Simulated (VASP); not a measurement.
# ScSi2 (P6/mmm) in VASP: notebook

Runs on ScSi2. Level: PBE. Tasks: single point.

Program: VASP 6.6.1. These are calculated values, not measurements. Logs are shortened: lines on timing, memory, paths and dates and some standing lists are left out, and cuts for length are marked.

### Step 1. The cell of the first run

The structure is hexagonal, space group P6/mmm (No. 191). The conventional cell has a = 4.033 Å, b = 4.033 Å, c = 3.631 Å, α = 90.00°, β = 90.00°, γ = 120.00°. Within 4.1 Å of Sc (site symmetry 6/mmm) lie 12 Si at 2.95 Å and 8 Sc at 3.63 to 4.03 Å. Within 3.1 Å of Si (site symmetry -6m2) lie 3 Si at 2.33 Å and 6 Sc at 2.95 Å.

### Step 2. Single point, PBE

INCAR

```
SYSTEM = ScSi2
PREC = Accurate
ENCUT = 520
EDIFF = 1E-6
ISMEAR = 0
SIGMA = 0.05
LREAL = .FALSE.
LASPH = .TRUE.
NELM = 60
ALGO = Normal
ISIF = 2
LWAVE = .FALSE.
LCHARG = .FALSE.
GGA = PE
NBANDS = 16
```

KPOINTS

```
Automatic mesh
0
G
  10 10 10
  0 0 0
```

POSCAR

```
ScSi2
1.0
    4.0334597719      0.0000000000      0.0000000000
   -2.0167298860      3.4930786276      0.0000000000
    0.0000000000      0.0000000000      3.6309188480
Sc Si
1 2
Direct
    0.0000000000      0.0000000000      0.0000000000
    0.3333333333      0.6666666667      0.5000000000
    0.6666666667      0.3333333333      0.5000000000
```

Potentials or basis: VASP PAW PBE potentials, release 64 (Sc_sv, Si).

On the command line:

```
> cat potpaw_PBE.64/Sc_sv/POTCAR potpaw_PBE.64/Si/POTCAR > POTCAR
> mpirun -np 1 vasp_std > vasp.out
```

OUTCAR:

```text
SYSTEM = ScSi2
   PREC = Accurate
   ENCUT = 520
   EDIFF = 1E-6
   ISMEAR = 0
   LREAL = .FALSE.
   LASPH = .TRUE.
   NELM = 60
   ISIF = 2
   GGA = PE

 ion  position               nearest neighbor table
   1  0.000  0.000  0.000-   2 2.95   3 2.95   2 2.95   3 2.95   3 2.95   3 2.95   2 2.95   2 2.95
                             3 2.95   3 2.95   2 2.95   2 2.95
   2  0.333  0.667  0.500-   3 2.33   3 2.33   3 2.33   1 2.95   1 2.95   1 2.95   1 2.95   1 2.95
                             1 2.95
   3  0.667  0.333  0.500-   2 2.33   2 2.33   2 2.33   1 2.95   1 2.95   1 2.95   1 2.95   1 2.95
                             1 2.95

  LATTYP: Found a hexagonal cell.
 ALAT       =     4.0334597719
 C/A-ratio  =     0.9001995937

  Lattice vectors:

 A1 = (   4.0334597719,   0.0000000000,   0.0000000000)
 A2 = (  -2.0167298860,   3.4930786276,   0.0000000000)
 A3 = (   0.0000000000,   0.0000000000,   3.6309188480)

Analysis of symmetry for initial positions (statically):
=====================================================================
 Subroutine PRICEL returns:
 Original cell was already a primitive cell.

 Routine SETGRP: Setting up the symmetry group for a
 hexagonal supercell.

 Subroutine GETGRP returns: Found 24 space group operations
 (whereof 24 operations were pure point group operations)
 out of a pool of 24 trial point group operations.

The static configuration has the point symmetry D_6h.

Analysis of symmetry for dynamics (positions and initial velocities):
=====================================================================
 Subroutine PRICEL returns:
 Original cell was already a primitive cell.

 Routine SETGRP: Setting up the symmetry group for a
 hexagonal supercell.

 Subroutine GETGRP returns: Found 24 space group operations
 (whereof 24 operations were pure point group operations)
 out of a pool of 24 trial point group operations.

The dynamic configuration has the point symmetry D_6h.

 Subroutine INISYM returns: Found 24 space group operations
 (whereof 24 operations are pure point group operations),
 and found     1 'primitive' translations

----------------------------------------------------------------------------------------

                                     Primitive cell

  volume of cell :      51.1567

  direct lattice vectors                    reciprocal lattice vectors
     4.033459772  0.000000000  0.000000000     0.247926112  0.143140208  0.000000000
    -2.016729886  3.493078628  0.000000000     0.000000000  0.286280415  0.000000000
     0.000000000  0.000000000  3.630918848     0.000000000  0.000000000  0.275412380

  length of vectors
     4.033459772  4.033459772  3.630918848     0.286280415  0.286280415  0.275412380

  position of ions in fractional coordinates (direct lattice)
     0.000000000  0.000000000  0.000000000
     0.333333333  0.666666667  0.500000000
     0.666666667  0.333333333  0.500000000

  ion indices of the primitive-cell ions
   primitive index   ion index
                 1           1
                 2           2
                 3           3

----------------------------------------------------------------------------------------

 KPOINTS: Automatic mesh

Automatic generation of k-mesh.
 Grid dimensions read from file:
 generate k-points for:   10   10   10

 Generating k-lattice:

  Cartesian coordinates                     Fractional coordinates (reciprocal lattice)
     0.024792611  0.014314021  0.000000000     0.100000000 -0.000000000  0.000000000
     0.000000000  0.028628042  0.000000000     0.000000000  0.100000000  0.000000000
     0.000000000  0.000000000  0.027541238     0.000000000  0.000000000  0.100000000

  Length of vectors
     0.028628042  0.028628042  0.027541238

  Shift w.r.t. Gamma in fractional coordinates (k-lattice)
     0.000000000  0.000000000  0.000000000

 Subroutine IBZKPT returns following result:
 ===========================================

 Found     84 irreducible k-points:

 Following reciprocal coordinates:
            Coordinates               Weight
  0.000000  0.000000  0.000000      1.000000
  0.100000  0.000000  0.000000      6.000000
  0.200000  0.000000  0.000000      6.000000
  0.300000 -0.000000  0.000000      6.000000
  0.400000  0.000000  0.000000      6.000000
  0.500000  0.000000  0.000000      3.000000
[... 16 lines left out ...]
  0.300000  0.100000  0.100000     24.000000
  0.400000  0.100000  0.100000     24.000000
 [... further k-points ...]
   k-points           NKPTS =     84   k-points in BZ     NKDIM =     84   number of bands    NBANDS=     16
   number of dos      NEDOS =    301   number of ions     NIONS =      3
   total plane-waves  NPLWV =  25200
   dimension x,y,z NGX =    30 NGY =   30 NGZ =   28
   dimension x,y,z NGXF=    60 NGYF=   60 NGZF=   56
   ions per type =               1   2
   NGX,Y,Z   is equivalent  to a cutoff of  12.37, 12.37, 12.82 a.u.
   NGXF,Y,Z  is equivalent  to a cutoff of  24.73, 24.73, 25.64 a.u.
 SYSTEM =  ScSi2
   PREC   = accura    normal or accurate (medium, high low for compatibility)
   ISTART =      0    job   : 0-new  1-cont  2-samecut
   ICHARG =      2    charge: 1-file 2-atom 10-const
   ISPIN  =      1    spin polarized calculation?
   LNONCOLLINEAR =      F non collinear calculations
   LSORBIT =      F    spin-orbit coupling
   LASPH  =      T    aspherical Exc in radial PAW
   ENCUT  =  520.0 eV  38.22 Ry    6.18 a.u.   7.50  7.50  6.75*2*pi/ulx,y,z
   NELM   =     60;   NELMIN=  2; NELMDL= -5     # of ELM steps
   EDIFF  = 0.1E-05   stopping-criterion for ELM
   LREAL  =      F    real-space projection
   EDIFFG = 0.1E-04   stopping-criterion for IOM
   NSW    =      0    number of steps for IOM
   IBRION =     -1    ionic relax: 0-MD 1-quasi-New 2-CG
   NFREE  =      0    steps in history (QN), initial steepest desc. (CG)
   ISIF   =      2    stress and relaxation
   ISYM   =      2    0-nonsym 1-usesym 2-fastsym
   POTIM  = 0.5000    time-step for ionic-motion
   TEBEG  =    0.0;   TEEND  =   0.0 temperature during run
   PSTRESS=    0.0 pullay stress
   NELECT =      19.0000    total number of electrons
   NUPDOWN=      -1.0000    fix difference up-down
   EMIN   =  10.00;   EMAX   =-10.00  energy-range for DOS
   EFERMI =   0.00;   METHOD = LEGACY
   ISMEAR =     0;   SIGMA  =   0.05  broadening in eV -4-tet -1-fermi 0-gaus
   EFERMI_NEDOS =   21; number of points for ismear=-14 and -15
   IALGO  =     38    algorithm
   IMIX   =      4    mixing-type and parameters
     AMIX     =   0.40;   BMIX     =  1.00
     AMIX_MAG =   1.60;   BMIX_MAG =  1.00
  volume/ion in A,a.u.               =      17.05       115.07
  Fermi-wavevector in a.u.,A,eV,Ry     =   1.176771  2.223774 18.841200  1.384789
  Thomas-Fermi vector in A             =   2.313129
   LORBIT       =      0    0 simple, 1 ext, 2 COOP (PROOUT), +10 PAW based schemes
   GGA     = PE    functional components
   LHFCALC =     F    Hartree Fock is set to
   AEXX    =    0.0000 exact exchange contribution
   IVDW    =     0    specifies the selected vdW correction
   LEPSILON=     F    determine dielectric tensor
   LRPA    =     F    only Hartree local field effects (RPA)
 non-spin polarized calculation
 Gauss-broadening in eV      SIGMA  =   0.05
  energy-cutoff  :      520.00
  volume of cell :       51.16
 maximum number of plane-waves:      1394
 NGX is ok and might be reduce to    30
   NGX = 15   NGY = 15   NGZ = 13

 number of electron      18.9999997 magnetization

 Free energy of the ion-electron system (eV)
  ---------------------------------------------------
  ext. energy  EPLUGINS =         0.00000000
  ---------------------------------------------------
  free energy    TOTEN  =       -18.21728401 eV

  energy without entropy =      -18.21584361  energy(sigma->0) =      -18.21656381

 E-fermi :   7.7303     XC(G=0): -10.7344

 val. band max:        7.7179424899   @ k =   0.2000   0.1000   0.3000
 cond. band min:       7.7557847085   @ k =   0.4000   0.1000   0.5000
 fundamental gap:      0.0378422186
 Fermi energy:         7.7302934403

 k-point     1 :       0.0000    0.0000    0.0000
  band No.  band energies     occupation
      1     -42.0424      2.00000
      2     -20.6986      2.00000
      3     -20.6986      2.00000
      4     -20.6290      2.00000
      5      -4.7325      2.00000
      6       4.1892      2.00000
[... 8 lines left out ...]
     15      10.7153      0.00000
     16      10.7153      0.00000

 k-point     2 :       0.1000    0.0000    0.0000
  band No.  band energies     occupation
      1     -42.0421      2.00000
      2     -20.7031      2.00000
      3     -20.6996      2.00000
      4     -20.6285      2.00000
      5      -4.6139      2.00000
      6       3.3775      2.00000
[... 8 lines left out ...]
     15      10.8052      0.00000
     16      10.9416      0.00000

 k-point     3 :       0.2000    0.0000    0.0000
  band No.  band energies     occupation
      1     -42.0414      2.00000
      2     -20.7149      2.00000
      3     -20.7024      2.00000
      4     -20.6270      2.00000
      5      -4.2638      2.00000
      6       2.0219      2.00000
[... 8 lines left out ...]
     15      10.8499      0.00000
     16      11.6150      0.00000

 k-point     4 :       0.3000   -0.0000    0.0000
  band No.  band energies     occupation
      1     -42.0406      2.00000
      2     -20.7294      2.00000
      3     -20.7057      2.00000
      4     -20.6252      2.00000
      5      -3.7004      2.00000
      6       0.6743      2.00000
[... 8 lines left out ...]
     15      11.4963      0.00000
     16      12.3718      0.00000

 k-point     5 :       0.4000    0.0000    0.0000
  band No.  band energies     occupation
      1     -42.0399      2.00000
      2     -20.7411      2.00000
      3     -20.7085      2.00000
      4     -20.6238      2.00000
      5      -2.9740      2.00000
      6      -0.5348      2.00000
[... 8 lines left out ...]
     15      11.8550      0.00000
     16      12.5795      0.00000

 k-point     6 :       0.5000    0.0000    0.0000
  band No.  band energies     occupation
      1     -42.0397      2.00000
      2     -20.7456      2.00000
      3     -20.7095      2.00000
      4     -20.6232      2.00000
      5      -2.4271      2.00000
      6      -1.2441      2.00000
[... 8 lines left out ...]
     15      11.3541      0.00000
     16      12.7682      0.00000

 k-point     7 :       0.1000    0.1000    0.0000
  band No.  band energies     occupation
      1     -42.0417      2.00000
      2     -20.7110      2.00000
      3     -20.7018      2.00000
      4     -20.6275      2.00000
      5      -4.3796      2.00000
      6       2.4412      2.00000
[... 8 lines left out ...]
     15      10.9688      0.00000
     16      11.2614      0.00000

 k-point     8 :       0.2000    0.1000    0.0000
  band No.  band energies     occupation
      1     -42.0409      2.00000
      2     -20.7233      2.00000
      3     -20.7057      2.00000
      4     -20.6259      2.00000
      5      -3.9222      2.00000
      6       1.2429      2.00000
[... 8 lines left out ...]
     15      11.0208      0.00000
     16      12.2111      0.00000

 k-point     9 :       0.3000    0.1000    0.0000
  band No.  band energies     occupation
      1     -42.0401      2.00000
      2     -20.7356      2.00000
      3     -20.7096      2.00000
      4     -20.6242      2.00000
      5      -3.2707      2.00000
      6       0.0343      2.00000
[... 8 lines left out ...]
     15      11.9636      0.00000
     16      12.3485      0.00000
[... 172 lines left out ...]
 k-point    19 :       0.4000    0.0000    0.1000
  band No.  band energies     occupation
      1     -42.0394      2.00000
      2     -20.7397      2.00000
      3     -20.7075      2.00000
      4     -20.6322      2.00000
      5      -2.9170      2.00000
      6      -0.4642      2.00000
[... 8 lines left out ...]
     15      11.5459      0.00000
     16      13.2093      0.00000

 k-point    20 :       0.5000    0.0000    0.1000
  band No.  band energies     occupation
      1     -42.0391      2.00000
      2     -20.7441      2.00000
      3     -20.7085      2.00000
      4     -20.6316      2.00000
      5      -2.3892      2.00000
      6      -1.1566      2.00000
[... 8 lines left out ...]
     15      11.3195      0.00000
     16      13.2119      0.00000

 k-point    21 :       0.1000    0.1000    0.1000
  band No.  band energies     occupation
      1     -42.0411      2.00000
      2     -20.7099      2.00000
      3     -20.7009      2.00000
      4     -20.6364      2.00000
      5      -4.2983      2.00000
      6       2.5089      2.00000
[... 8 lines left out ...]
     15      10.7764      0.00000
     16      10.8757      0.00000

 k-point    22 :       0.2000    0.1000    0.1000
  band No.  band energies     occupation
      1     -42.0404      2.00000
      2     -20.7221      2.00000
      3     -20.7047      2.00000
      4     -20.6345      2.00000
      5      -3.8479      2.00000
      6       1.3050      2.00000
[... 8 lines left out ...]
     15      11.1473      0.00000
     16      11.4916      0.00000

 k-point    23 :       0.3000    0.1000    0.1000
  band No.  band energies     occupation
      1     -42.0396      2.00000
      2     -20.7342      2.00000
      3     -20.7086      2.00000
      4     -20.6327      2.00000
      5      -3.2070      2.00000
      6       0.0968      2.00000
[... 8 lines left out ...]
     15      11.6839      0.00000
     16      12.2408      0.00000

 k-point    24 :       0.4000    0.1000    0.1000
  band No.  band energies     occupation
      1     -42.0391      2.00000
      2     -20.7417      2.00000
      3     -20.7110      2.00000
      4     -20.6316      2.00000
      5      -2.4890      2.00000
      6      -0.9190      2.00000
[... 8 lines left out ...]
     15      11.5005      0.00000
     16      13.1379      0.00000

 [... further k-points ...]
[... 5 lines left out ...]
  --------------------------------------------------------------------------------------
  -------------------------------------------------------------------------------------
  Total       -0.0051918     -0.0051918      0.0358555      0.0000000      0.0000000      0.0000000
  in kB       -0.1626008     -0.1626008      1.1229573      0.0000000      0.0000000      0.0000000
  external PRESSURE =       0.2659186 kB  Pullay stress =       0.0000000 kB

 VOLUME and BASIS-vectors are now :
 -----------------------------------------------------------------------------
  energy-cutoff  :      520.00
  volume of cell :       51.16
      direct lattice vectors                 reciprocal lattice vectors
     4.033459772  0.000000000  0.000000000     0.247926112  0.143140208  0.000000000
    -2.016729886  3.493078628  0.000000000     0.000000000  0.286280415  0.000000000
     0.000000000  0.000000000  3.630918848     0.000000000  0.000000000  0.275412380

 POSITION                                       TOTAL-FORCE (eV/Angst)
 -----------------------------------------------------------------------------------
      0.00000      0.00000      0.00000        -0.000000      0.000000      0.000000
     -0.00000      2.32872      1.81546        -0.000000     -0.000000      0.000000
      2.01673      1.16436      1.81546         0.000000      0.000000     -0.000000
 -----------------------------------------------------------------------------------
    total drift:                                0.000000     -0.000000      0.000000

  FREE ENERGIE OF THE ION-ELECTRON SYSTEM (eV)
  ---------------------------------------------------
  free  energy   TOTEN  =       -18.2172840052 eV

  energy  without entropy=      -18.2158436132  energy(sigma->0) =      -18.21656381
```

Wall time 2.1 min (1 thread of Intel Xeon 8259CL, shared host); peak memory 0.21 GiB.

Results:

```yaml
Free_energy: -18.2173 eV
Pressure: 0.0 GPa
Band_gap_on_the_k_mesh: zero (an odd number of electrons rules out a gap without spin polarisation)
```

### Step 3. Single point, PBE

INCAR

```
PREC = Accurate
ENCUT = 520
EDIFF = 1E-6
ISMEAR = 0
SIGMA = 0.05
LREAL = F
LASPH = T
NELM = 80
ALGO = Normal
ISIF = 2
LWAVE = F
LCHARG = F
GGA = PE
NBANDS = 16
```

KPOINTS

```
regular mesh
0
Gamma
  10 10 10
```

POSCAR is that of step 2.

Potentials or basis: VASP PAW PBE potentials, release 64 (Sc_sv, Si).

On the command line:

```
> cat potpaw_PBE.64/Sc_sv/POTCAR potpaw_PBE.64/Si/POTCAR > POTCAR
> mpirun -np 1 vasp_std > vasp.out
```

It took 2.1 min on 1 thread of Intel Xeon 8259CL, shared host; peak memory 0.21 GiB.

It converged, with:

* Free energy: -18.2173 eV
* Pressure: 0.0 GPa
* Band gap on the k mesh: zero (an odd number of electrons rules out a gap without spin polarisation)

Stress tensor (GPa, compression positive):
```
-0.02  0.00  0.00
 0.00 -0.02  0.00
 0.00  0.00  0.11
```

Levels at points of the mesh, in eV from the Fermi level:
| k point | band 7 | band 8 | band 9 | band 10 | band 11 | band 12 | band 13 | band 14 |
| --- | --- | --- | --- | --- | --- | --- | --- | --- |
| (0.00, 0.00, 0.00) | -3.54 | -1.56 | -1.14 | -1.08 | 0.73 | 0.73 | 1.72 | 1.72 |
| (0.50, 0.00, 0.00) | -4.21 | -2.67 | -1.57 | 1.24 | 1.67 | 1.78 | 1.95 | 2.83 |
| (0.00, 0.00, 0.50) | -2.33 | -2.33 | -1.27 | -1.27 | 0.27 | 0.27 | 0.45 | 2.60 |
| (0.50, 0.00, 0.50) | -4.41 | -4.00 | -3.46 | -0.37 | 2.10 | 2.35 | 2.99 | 2.99 |

The gap in the log of VASP goes by the Fermi energy; the results here count the filled bands.